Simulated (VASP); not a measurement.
Wanted: the native input for a VASP 6.6.1 run.

```
Task                   : relaxation of the atoms
Functional             : PBE
Potentials or basis    : VASP PAW PBE potentials, release 64 (La, B)
Cutoff                 : 520 eV
k mesh                 : 8 × 8 × 8
Occupations            : gaussian, width 0.05 eV
Spin                   : no spin polarisation
Dipole correction      : no
Further INCAR settings : ALGO = Normal; EDIFF = 1e-06; IBRION = 2; EDIFFG = -0.01; NSW = 60
```

The structure of LaB6 lies in POSCAR:

```
LaB6
1.0
    4.1270868463      0.0000000000      0.0000000000
    0.0000000000      4.1270868463      0.0000000000
    0.0000000000      0.0000000000      4.1270868463
La B
1 6
Direct
    0.0000000000      0.0000000000      0.0000000000
    0.1998455931      0.5000000000      0.5000000000
    0.8001544069      0.5000000000      0.5000000000
    0.5000000000      0.5000000000      0.1998455931
    0.5000000000      0.5000000000      0.8001544069
    0.5000000000      0.1998455931      0.5000000000
    0.5000000000      0.8001544069      0.5000000000
```

The input as run:

INCAR

```
PREC     = Accurate       # precision mode
ENCUT    = 520            # plane-wave cutoff, eV
EDIFF    = 1E-6           # SCF threshold, eV
ISMEAR   = 0              # smearing method
SIGMA    = 0.05           # smearing width, eV
LREAL    = F              # projectors in reciprocal space
LASPH    = T              # aspherical terms in the spheres
NELM     = 80             # most SCF steps
ALGO     = Normal         # electronic algorithm
ISIF     = 2              # what is computed and relaxed
LWAVE    = F              # write WAVECAR
LCHARG   = F              # write CHGCAR
GGA      = PE             # functional
IBRION   = 2              # ionic algorithm
NSW      = 60             # ionic steps
EDIFFG   = -0.01          # ionic threshold
```

KPOINTS

```
regular mesh
0
Gamma
  8 8 8
```

Potentials or basis: VASP PAW PBE potentials, release 64 (La, B).

The run is started by

```sh
$ cat potpaw_PBE.64/La/POTCAR potpaw_PBE.64/B/POTCAR > POTCAR
$ mpirun -np 1 vasp_std > vasp.out
```

It gave:

```yaml
Energy_gained_by_relaxing: 0.1 meV/atom
Ionic_steps: 3
Pressure_after_relaxing: 3.5 GPa
Band_gap_on_the_k_mesh: zero (an odd number of electrons rules out a gap without spin polarisation)
```

Caveat: spin-orbit coupling is left out, which moves the levels of the heavy elements; an odd number of electrons without spin polarisation forces a metal; a magnetic or distorted state may lie lower.

Run time: 77 s on 1 thread of Intel(R) Xeon(R) Platinum 8259CL CPU @ 2.50GHz (Skylake/Cascade Lake) (shared host), peak memory 0.21 GiB.
